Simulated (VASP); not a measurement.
A run of VASP 6.6.1 is set up as follows.

Contents of INCAR:

```
SYSTEM = Ti
PREC     = Accurate       ! precision mode
ENCUT    = 520            ! plane-wave cutoff, eV
EDIFF    = 1E-6           ! SCF threshold, eV
ISMEAR   = 0              ! smearing method
SIGMA    = 0.15           ! smearing width, eV
LREAL    = .False.        ! projectors in reciprocal space
LASPH    = .True.         ! aspherical terms in the spheres
NELM     = 100            ! most SCF steps
ALGO     = Normal         ! electronic algorithm
ISIF     = 2              ! what is computed and relaxed
LWAVE    = .False.        ! write WAVECAR
LCHARG   = .False.        ! write CHGCAR
GGA      = PS             ! functional
NBANDS   = 12             ! bands
```

Contents of KPOINTS:

```
regular mesh
0
Gamma
  20 20 20
  0 0 0
```

The input POSCAR:

```
Ti
1.0
    0.0000000000      2.0807500000      2.0807500000
    2.0807500000      0.0000000000      2.0807500000
    2.0807500000      2.0807500000      0.0000000000
Ti
1
Direct
    0.0000000000      0.0000000000      0.0000000000
```

Potentials or basis: VASP PAW PBE potentials, release 64 (Ti_sv).

Command:

```sh
$ cat potpaw_PBE.64/Ti_sv/POTCAR > POTCAR
$ mpirun -np 1 vasp_std > vasp.out
```

Question: What does it give for the band gap on the k mesh?

Answer: Zero (bands 6 and 7 overlap by 1.22 eV).

Question: Predict the pressure.

Answer: -7.8 GPa.

Caveat: the cell differs from its parent crystal (strain +0.025 along x and y, +0.025 along z); the cell stands under tension; the PAW data sets were made with another functional, which shifts forces and pressure a little.
